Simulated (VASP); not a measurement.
CdSe:

```xyz
2
Lattice="0.0000 3.0678 3.0678 3.0678 0.0000 3.0678 3.0678 3.0678 0.0000" Properties=species:S:1:pos:R:3 pbc="T T T"
Cd    0.0000    0.0000    0.0000
Se    1.5339    1.5339    1.5339
```

Base run:

```yaml
Program: VASP 6.6.1
Functional: PBE
Potentials_or_basis: VASP PAW PBE potentials, release 64 (Cd, Se)
Cutoff: 520 eV
k_mesh: 6 × 6 × 6
Occupations: gaussian, width 0.01 eV
Spin: no spin polarisation
```

Its results: band gap on the k mesh 0.55 eV, direct; pressure 1.7 GPa.

Question: The run is repeated on the same cell with these changes: functional from PBE to r2SCAN; k mesh from 6 × 6 × 6 to 4 × 4 × 4. What comes out?

Answer: Band gap on the k mesh 1.01 eV, direct; pressure 0.4 GPa.

Several settings changed at once, so the effect can't be laid on one alone.

Caveats: some runs use coarse meshes; the PAW data sets were made with another functional, which shifts forces and pressure a little (some runs).

